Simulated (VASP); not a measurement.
Al36O (a cell with a defect):

```
CELL_PARAMETERS angstrom
0.00000 6.05839 6.05839
6.05839 0.00000 6.05839
8.07786 8.07786 0.00000
ATOMIC_POSITIONS crystal
Al 0.00047 0.99891 0.99859
Al 0.00153 0.00000 0.24747
Al 0.00171 0.00017 0.49935
Al 0.00011 0.99854 0.75027
Al 0.00108 0.33594 0.99790
Al 0.00055 0.33502 0.24925
Al 0.99988 0.33524 0.49818
Al 0.98459 0.33816 0.75285
Al 0.00129 0.66605 0.99967
Al 0.00064 0.66807 0.24759
Al 0.99954 0.66916 0.49637
Al 0.00027 0.66875 0.74979
Al 0.33749 0.99953 0.99791
Al 0.33658 0.99899 0.24926
Al 0.33682 0.99831 0.49819
Al 0.33969 0.98301 0.75291
Al 0.33458 0.33304 0.00100
Al 0.33413 0.33254 0.24839
Al 0.34251 0.34108 0.48266
Al 0.34103 0.33947 0.75244
Al 0.33507 0.66505 0.00012
Al 0.33739 0.66886 0.24500
Al 0.33742 0.66728 0.49712
Al 0.33594 0.66678 0.74806
Al 0.66761 0.99973 0.99967
Al 0.66965 0.99907 0.24758
Al 0.67067 0.99802 0.49637
Al 0.67031 0.99870 0.74979
Al 0.66663 0.33353 0.00010
Al 0.67038 0.33582 0.24502
Al 0.66882 0.33586 0.49712
Al 0.66832 0.33437 0.74806
Al 0.66802 0.66647 0.99870
Al 0.66863 0.66705 0.24819
Al 0.66854 0.66697 0.49807
Al 0.66875 0.66721 0.74771
O 0.25273 0.25114 0.68397
```

Base run:

| Property | Result |
| --- | --- |
| Program | VASP 6.6.1 |
| Functional | PBE |
| Potentials or basis | VASP PAW PBE potentials, release 64 (Al, O) |
| Cutoff | 520 eV |
| k mesh | 4 × 4 × 3 |
| Occupations | methfessel-paxton, width 0.1 eV |
| Spin | no spin polarisation |

Its results: band gap on the k mesh zero (bands 57 and 58 overlap by 0.51 eV); pressure 1.4 GPa; largest force 0.344 eV/Å.

The run is repeated on the same cell with these changes: functional from PBE to r2SCAN; k mesh from 4 × 4 × 3 to 2 × 2 × 2. What comes out?

Band gap on the k mesh zero (bands 57 and 58 overlap by 0.81 eV); pressure -1.8 GPa; largest force 0.273 eV/Å.

Several settings changed at once.

Caveats: some runs use coarse meshes; the PAW data sets were made with another functional, which shifts forces and pressure a little (at least some runs).
